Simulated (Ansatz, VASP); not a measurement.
# Si: VASP beside Ansatz

The input INCAR:

```
SYSTEM = Si
  PREC = Accurate
  ENCUT = 500
  EDIFF = 1E-6
  ISMEAR = -1
  SIGMA = 0.06122561905347299
  LREAL = .FALSE.
  LASPH = .TRUE.
  NELM = 120
  ALGO = Normal
  ISIF = 2
  LWAVE = .FALSE.
  LCHARG = .FALSE.
  GGA = PE
  NBANDS = 11
  GGA_COMPAT = .FALSE.
```

KPOINTS

```
Automatic mesh
0
G
  8 8 8
  0 0 0
```

POSCAR

```
Si
1.0
    0.0000000000      2.7620375235      2.7620375235
    2.7620375235      0.0000000000      2.7620375235
    2.7620375235      2.7620375235      0.0000000000
Si
2
Direct
    0.0000000000      0.0000000000      0.0000000000
    0.2500000000      0.2500000000      0.2500000000
```

Input for Ansatz:

```yaml
crystal:
  atoms:
  - position: [0.0, 0.0, 0.0]
    symbol: Si
  - position: [0.25, 0.25, 0.25]
    symbol: Si
  lattice:
  - [0.0, 2.762037523502785, 2.762037523502785]
  - [2.762037523502785, 0.0, 2.762037523502785]
  - [2.762037523502785, 2.762037523502785, 0.0]
hamiltonian:
  dispersion: none
  pseudopotentials:
    kind: all_electron
    lapw:
      basis_error: 0.025 meV
      muffin_tin_radii: {Si: 1.1113}
    relativity: scalar
  xc: pbe
kpoints:
  mp_grid:
    grid: [8, 8, 8]
    shift: [0, 0, 0]
magnetization: {spin_polarized: false}
output: {forces: true, stress: true}
scf:
  convergence: {dr2_threshold: 1e-10 eV}
  lower_state_search: 'off'
  max_iter: 200
  occupations: {method: fermi_dirac, width: 0.06122561905347299}
```

Alike in both runs: task single point; functional PBE; k mesh 8 × 8 × 8; occupations fermi-dirac, width 0.0612256 eV; no spin polarisation.

|  | VASP | Ansatz |
| --- | --- | --- |
| version | VASP 6.6.1 | Ansatz 0.2 development build |
| potentials or method | VASP PAW PBE potentials, release 64 (Si), cutoff 500 eV | all-electron full-potential LAPW, scalar-relativistic |

|  | VASP | Ansatz | Ansatz less VASP |
| --- | --- | --- | --- |
| pressure (GPa) | -2.5 | -2.5 | +0.05 |

Ansatz ran all-electron here, and VASP with PAW potentials.
